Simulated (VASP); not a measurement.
# AlRu (NiAs type) (P6_3/mmc) in VASP: a series of runs

The runs below take AlRu (NiAs type) through single point, with PBE.

Program: VASP 6.6.1. These are calculated values, not measurements. Logs are shortened: lines on timing, memory, paths and dates and some standing lists are left out, and cuts for length are marked.

## 1. The cell of the first run

The structure is hexagonal, space group P6_3/mmc (No. 194). Conventional cell: a = 2.476 Å, b = 2.476 Å, c = 6.812 Å, α = 90.00°, β = 90.00°, γ = 120.00°. Ru (site symmetry -3m) has 6 Al at 2.22 Å and 6 Ru at 2.48 Å within 2.9 Å. Al (site symmetry -6m2) has 6 Ru at 2.22 Å and 6 Al at 2.48 Å within 2.9 Å.

## 2. Single point, PBE (volume scaled by 0.64)

INCAR reads:

```
PREC = Accurate
ENCUT = 520
EDIFF = 1E-6
ISMEAR = -1
SIGMA = 0.08
LREAL = F
LASPH = T
NELM = 100
ALGO = Normal
ISIF = 2
LWAVE = F
LCHARG = T
GGA = PE
LELF = T
LVHAR = T
NBANDS = 25
```

KPOINTS reads:

```
Automatic mesh
0
Gamma
  11 11 6
```

POSCAR reads:

```
AlRu
1.0
    2.4760399276      0.0000000000      0.0000000000
   -1.2380199638      2.1443134781      0.0000000000
    0.0000000000      0.0000000000      6.8124706658
Ru Al
2 2
Direct
    0.0000000000      0.0000000000      0.0000000000
    0.0000000000      0.0000000000      0.5000000000
    0.3333333333      0.6666666667      0.2500000000
    0.6666666667      0.3333333333      0.7500000000
```

Potentials or basis: VASP PAW PBE potentials, release 64 (Ru_pv, Al).

Command:

```sh
cat potpaw_PBE.64/Ru_pv/POTCAR potpaw_PBE.64/Al/POTCAR > POTCAR
mpirun -np 1 vasp_std > vasp.out
```

OUTCAR:

```text
PREC = Accurate
   ENCUT = 520
   EDIFF = 1E-6
   ISMEAR = -1
   LREAL = F
   LASPH = T
   NELM = 100
   ISIF = 2
   GGA = PE

 ion  position               nearest neighbor table
   1  0.000  0.000  0.000-   3 2.22   4 2.22   4 2.22   3 2.22   4 2.22   3 2.22   3 3.33   4 3.33
                             3 3.33   4 3.33   3 3.33   4 3.33
   2  0.000  0.000  0.500-   3 2.22   4 2.22   4 2.22   3 2.22   4 2.22   3 2.22   3 3.33   4 3.33
                             3 3.33   4 3.33   3 3.33   4 3.33
   3  0.333  0.667  0.250-   1 2.22   2 2.22   1 2.22   2 2.22   1 2.22   2 2.22   1 3.33   2 3.33
                             1 3.33   2 3.33   1 3.33   2 3.33
   4  0.667  0.333  0.750-   1 2.22   2 2.22   1 2.22   2 2.22   1 2.22   2 2.22   1 3.33   2 3.33
                             1 3.33   2 3.33   1 3.33   2 3.33

  LATTYP: Found a hexagonal cell.
 ALAT       =     2.4760399276
 C/A-ratio  =     2.7513573549

  Lattice vectors:

 A1 = (   2.4760399276,   0.0000000000,   0.0000000000)
 A2 = (  -1.2380199638,   2.1443134781,   0.0000000000)
 A3 = (   0.0000000000,   0.0000000000,   6.8124706658)

Analysis of symmetry for initial positions (statically):
=====================================================================
 Subroutine PRICEL returns:
 Original cell was already a primitive cell.

 Routine SETGRP: Setting up the symmetry group for a
 hexagonal supercell.

 Subroutine GETGRP returns: Found 24 space group operations
 (whereof 12 operations were pure point group operations)
 out of a pool of 24 trial point group operations.

The static configuration has the point symmetry D_3d.
 The point group associated with its full space group is D_6h.

Analysis of symmetry for dynamics (positions and initial velocities):
=====================================================================
 Subroutine PRICEL returns:
 Original cell was already a primitive cell.

 Routine SETGRP: Setting up the symmetry group for a
 hexagonal supercell.

 Subroutine GETGRP returns: Found 24 space group operations
 (whereof 12 operations were pure point group operations)
 out of a pool of 24 trial point group operations.

The dynamic configuration has the point symmetry D_3d.
 The point group associated with its full space group is D_6h.

 Subroutine INISYM returns: Found 24 space group operations
 (whereof 12 operations are pure point group operations),
 and found     1 'primitive' translations

----------------------------------------------------------------------------------------

                                     Primitive cell

  volume of cell :      36.1702

  direct lattice vectors                    reciprocal lattice vectors
     2.476039928  0.000000000  0.000000000     0.403870709  0.233174862  0.000000000
    -1.238019964  2.144313478  0.000000000     0.000000000  0.466349725  0.000000000
     0.000000000  0.000000000  6.812470666     0.000000000  0.000000000  0.146789623

  length of vectors
     2.476039928  2.476039928  6.812470666     0.466349725  0.466349725  0.146789623

  position of ions in fractional coordinates (direct lattice)
     0.000000000  0.000000000  0.000000000
     0.000000000  0.000000000  0.500000000
     0.333333333  0.666666667  0.250000000
     0.666666667  0.333333333  0.750000000

  ion indices of the primitive-cell ions
   primitive index   ion index
                 1           1
                 2           2
                 3           3
                 4           4

----------------------------------------------------------------------------------------

 KPOINTS: Automatic mesh

Automatic generation of k-mesh.
 Grid dimensions read from file:
 generate k-points for:   11   11    6

 Generating k-lattice:

  Cartesian coordinates                     Fractional coordinates (reciprocal lattice)
     0.036715519  0.021197715  0.000000000     0.090909091  0.000000000  0.000000000
     0.000000000  0.042395430  0.000000000     0.000000000  0.090909091  0.000000000
     0.000000000  0.000000000  0.024464937     0.000000000  0.000000000  0.166666667

  Length of vectors
     0.042395430  0.042395430  0.024464937

  Shift w.r.t. Gamma in fractional coordinates (k-lattice)
     0.000000000  0.000000000  0.000000000

 Subroutine IBZKPT returns following result:
 ===========================================

 Found     64 irreducible k-points:

 Following reciprocal coordinates:
            Coordinates               Weight
  0.000000  0.000000  0.000000      1.000000
  0.090909 -0.000000  0.000000      6.000000
  0.181818 -0.000000  0.000000      6.000000
  0.272727  0.000000  0.000000      6.000000
  0.363636  0.000000  0.000000      6.000000
  0.454545  0.000000  0.000000      6.000000
[... 16 lines left out ...]
  0.090909  0.090909  0.166667     12.000000
  0.181818  0.090909  0.166667     24.000000
 [... further k-points ...]
   k-points           NKPTS =     64   k-points in BZ     NKDIM =     64   number of bands    NBANDS=     25
   number of dos      NEDOS =    301   number of ions     NIONS =      4
   total plane-waves  NPLWV =  17496
   dimension x,y,z NGX =    18 NGY =   18 NGZ =   54
   dimension x,y,z NGXF=    36 NGYF=   36 NGZF=  108
   ions per type =               2   2
   NGX,Y,Z   is equivalent  to a cutoff of  12.09, 12.09, 13.18 a.u.
   NGXF,Y,Z  is equivalent  to a cutoff of  24.17, 24.17, 26.36 a.u.
 SYSTEM =  unknown system
   PREC   = accura    normal or accurate (medium, high low for compatibility)
   ISTART =      0    job   : 0-new  1-cont  2-samecut
   ICHARG =      2    charge: 1-file 2-atom 10-const
   ISPIN  =      1    spin polarized calculation?
   LNONCOLLINEAR =      F non collinear calculations
   LSORBIT =      F    spin-orbit coupling
   LASPH  =      T    aspherical Exc in radial PAW
   ENCUT  =  520.0 eV  38.22 Ry    6.18 a.u.   4.60  4.60 12.67*2*pi/ulx,y,z
   NELM   =    100;   NELMIN=  2; NELMDL= -5     # of ELM steps
   EDIFF  = 0.1E-05   stopping-criterion for ELM
   LREAL  =      F    real-space projection
   EDIFFG = 0.1E-04   stopping-criterion for IOM
   NSW    =      0    number of steps for IOM
   IBRION =     -1    ionic relax: 0-MD 1-quasi-New 2-CG
   NFREE  =      0    steps in history (QN), initial steepest desc. (CG)
   ISIF   =      2    stress and relaxation
   ISYM   =      2    0-nonsym 1-usesym 2-fastsym
   POTIM  = 0.5000    time-step for ionic-motion
   TEBEG  =    0.0;   TEEND  =   0.0 temperature during run
   PSTRESS=    0.0 pullay stress
   NELECT =      34.0000    total number of electrons
   NUPDOWN=      -1.0000    fix difference up-down
   EMIN   =  10.00;   EMAX   =-10.00  energy-range for DOS
   EFERMI =   0.00;   METHOD = LEGACY
   ISMEAR =    -1;   SIGMA  =   0.08  broadening in eV -4-tet -1-fermi 0-gaus
   EFERMI_NEDOS =   21; number of points for ismear=-14 and -15
   IALGO  =     38    algorithm
   IMIX   =      4    mixing-type and parameters
     AMIX     =   0.40;   BMIX     =  1.00
     AMIX_MAG =   1.60;   BMIX_MAG =  1.00
  volume/ion in A,a.u.               =       9.04        61.02
  Fermi-wavevector in a.u.,A,eV,Ry     =   1.603680  3.030515 34.991305  2.571788
  Thomas-Fermi vector in A             =   2.700304
   LORBIT       =      0    0 simple, 1 ext, 2 COOP (PROOUT), +10 PAW based schemes
   GGA     = PE    functional components
[... 5 lines left out ...]
 non-spin polarized calculation
  energy-cutoff  :      520.00
  volume of cell :       36.17
 maximum number of plane-waves:       992
   NGX =  9   NGY =  9   NGZ = 25

 number of electron      34.0000006 magnetization

 Free energy of the ion-electron system (eV)
  ---------------------------------------------------
  ext. energy  EPLUGINS =         0.00000000
  ---------------------------------------------------
  free energy    TOTEN  =       -18.25109790 eV

  energy without entropy =      -18.22546784  energy(sigma->0) =      -18.23828287

 E-fermi :  17.9265     XC(G=0): -14.6986

 val. band max:       17.9220526181   @ k =   0.0000   0.0000   0.3333
 cond. band min:      17.9298814259   @ k =   0.0909  -0.0000   0.0000
 fundamental gap:      0.0078288078
 Fermi energy:        17.9265325955

 k-point     1 :       0.0000    0.0000    0.0000
  band No.  band energies     occupation
      1     -25.1355      2.00000
      2     -25.0275      2.00000
      3     -24.0192      2.00000
      4     -24.0192      2.00000
      5     -24.0174      2.00000
      6     -24.0174      2.00000
[... 17 lines left out ...]
     24      29.6227      0.00000
     25      31.9825      0.00000

 k-point     2 :       0.0909   -0.0000    0.0000
  band No.  band energies     occupation
      1     -25.1078      2.00000
      2     -25.0036      2.00000
      3     -24.1769      2.00000
      4     -24.1735      2.00000
      5     -24.0539      2.00000
      6     -24.0522      2.00000
[... 17 lines left out ...]
     24      29.6225      0.00000
     25      30.6549      0.00000

 k-point     3 :       0.1818   -0.0000    0.0000
  band No.  band energies     occupation
      1     -25.0331      2.00000
      2     -24.9393      2.00000
      3     -24.5892      2.00000
      4     -24.5820      2.00000
      5     -24.1461      2.00000
      6     -24.1450      2.00000
[... 17 lines left out ...]
     24      29.6367      0.00000
     25      30.0789      0.00000

 k-point     4 :       0.2727    0.0000    0.0000
  band No.  band energies     occupation
      1     -25.1075      2.00000
      2     -25.0960      2.00000
      3     -24.9341      2.00000
      4     -24.8541      2.00000
      5     -24.2651      2.00000
      6     -24.2646      2.00000
[... 17 lines left out ...]
     24      29.6218      0.00000
     25      29.6333      0.00000

 k-point     5 :       0.3636    0.0000    0.0000
  band No.  band energies     occupation
      1     -25.5643      2.00000
      2     -25.5496      2.00000
      3     -24.8421      2.00000
      4     -24.7747      2.00000
      5     -24.3727      2.00000
      6     -24.3727      2.00000
[... 17 lines left out ...]
     24      28.6189      0.00000
     25      29.6730      0.00000

 k-point     6 :       0.4545    0.0000    0.0000
  band No.  band energies     occupation
      1     -25.8278      2.00000
      2     -25.8114      2.00000
      3     -24.7868      2.00000
      4     -24.7270      2.00000
      5     -24.4361      2.00000
      6     -24.4359      2.00000
[... 17 lines left out ...]
     24      27.8546      0.00000
     25      28.6636      0.00000
[... 393 lines left out ...]
 k-point    21 :       0.3636    0.0000    0.1667
  band No.  band energies     occupation
      1     -25.5633      2.00000
      2     -25.5506      2.00000
      3     -24.8376      2.00000
      4     -24.7792      2.00000
      5     -24.3727      2.00000
      6     -24.3727      2.00000
[... 17 lines left out ...]
     24      28.8062      0.00000
     25      29.9357      0.00000

 k-point    22 :       0.4545    0.0000    0.1667
  band No.  band energies     occupation
      1     -25.8267      2.00000
      2     -25.8125      2.00000
      3     -24.7829      2.00000
      4     -24.7311      2.00000
      5     -24.4361      2.00000
      6     -24.4359      2.00000
[... 17 lines left out ...]
     24      28.0408      0.00000
     25      28.5987      0.00000

 k-point    23 :       0.0909    0.0909    0.1667
  band No.  band energies     occupation
      1     -25.0502      2.00000
      2     -24.9662      2.00000
      3     -24.4513      2.00000
      4     -24.4462      2.00000
      5     -24.1275      2.00000
      6     -24.1263      2.00000
[... 17 lines left out ...]
     24      29.6862      0.00000
     25      29.9774      0.00000

 k-point    24 :       0.1818    0.0909    0.1667
  band No.  band energies     occupation
      1     -24.9643      2.00000
      2     -24.8949      2.00000
      3     -24.8869      2.00000
      4     -24.8829      2.00000
      5     -24.2581      2.00000
      6     -24.2570      2.00000
[... 17 lines left out ...]
     24      29.6216      0.00000
     25      30.1043      0.00000

 [... further k-points ...]
[... 5 lines left out ...]
  --------------------------------------------------------------------------------------
  -------------------------------------------------------------------------------------
  Total       50.5642702     50.5642702     50.5803902      0.0000000     -0.0000000      0.0000000
  in kB     2239.7717442   2239.7717443   2240.4857886      0.0000000     -0.0000000      0.0000000
  external PRESSURE =    2240.0097590 kB  Pullay stress =       0.0000000 kB

 VOLUME and BASIS-vectors are now :
 -----------------------------------------------------------------------------
  energy-cutoff  :      520.00
  volume of cell :       36.17
      direct lattice vectors                 reciprocal lattice vectors
     2.476039928  0.000000000  0.000000000     0.403870709  0.233174862  0.000000000
    -1.238019964  2.144313478  0.000000000     0.000000000  0.466349725  0.000000000
     0.000000000  0.000000000  6.812470666     0.000000000  0.000000000  0.146789623

 POSITION                                       TOTAL-FORCE (eV/Angst)
 -----------------------------------------------------------------------------------
      0.00000      0.00000      0.00000         0.000000      0.000000      0.000000
      0.00000      0.00000      3.40624         0.000000      0.000000      0.000000
     -0.00000      1.42954      1.70312         0.000000      0.000000     -0.000000
      1.23802      0.71477      5.10935        -0.000000     -0.000000     -0.000000
 -----------------------------------------------------------------------------------
    total drift:                               -0.000000      0.000000      0.000000

  FREE ENERGIE OF THE ION-ELECTRON SYSTEM (eV)
  ---------------------------------------------------
  free  energy   TOTEN  =       -18.2510978962 eV

  energy  without entropy=      -18.2254678379  energy(sigma->0) =      -18.23828287
```

Run time: 1.8 min. Hardware: 1 thread of AMD EPYC 7R43 (Zen 3), shared host; peak memory 0.14 GiB.

What came out:

```yaml
Free_energy: -18.2511 eV
Pressure: 224.0 GPa
Band_gap_on_the_k_mesh: zero (band 17 reaches 20.88 eV, above the bottom of band 18 at 17.01 eV)
```

Caveat: the cell differs from its parent crystal (volume scaled by 0.64).

## 3. Single point, PBE

This run uses another cell than the first one, of 10.17 Å³/atom, 1.125 times its volume.

INCAR reads:

```
PREC = Accurate ; ENCUT = 520
EDIFF = 1E-7 ; ISMEAR = -1
SIGMA = 0.08 ; LREAL = False
LASPH = True ; NELM = 60
ALGO = Normal ; ISIF = 2
LWAVE = False ; LCHARG = False
GGA = PE ; NBANDS = 25
```

KPOINTS is that of step 2.

POSCAR reads:

```
AlRu
1.0
    2.5732285111      0.0000000000      0.0000000000
   -1.2866142556      2.2284812604      0.0000000000
    0.0000000000      0.0000000000      7.0960349463
Ru Al
2 2
Direct
    0.0000000000      0.0000000000      0.0000000000
    0.0000000000      0.0000000000      0.5000000000
    0.3333333333      0.6666666667      0.2500000000
    0.6666666667      0.3333333333      0.7500000000
```

Potentials or basis: VASP PAW PBE potentials, release 64 (Ru_pv, Al).

Command:

```sh
cat potpaw_PBE.64/Ru_pv/POTCAR potpaw_PBE.64/Al/POTCAR > POTCAR
mpirun -np 1 vasp_std > vasp.out
```

It took 80 s on 1 thread of AMD EPYC 7R43 (Zen 3), shared host; peak memory 0.15 GiB.

It converged, with:

```yaml
Free_energy: -23.1162 eV
Pressure: 128.4 GPa
Band_gap_on_the_k_mesh: zero (band 17 reaches 18.30 eV, above the bottom of band 18 at 14.85 eV)
```

Levels at points of the mesh, in eV from the Fermi level:
| k point | band 14 | band 15 | band 16 | band 17 | band 18 | band 19 | band 20 | band 21 |
| --- | --- | --- | --- | --- | --- | --- | --- | --- |
| (0.00, 0.00, 0.00) | -2.65 | -2.65 | -0.29 | -0.29 | 0.11 | 0.15 | 0.15 | 8.63 |
| (0.00, 0.00, 0.50) | -2.66 | -1.69 | -1.69 | -0.08 | -0.08 | -0.08 | -0.08 | 9.51 |

(Continued in part 2 of 2.)
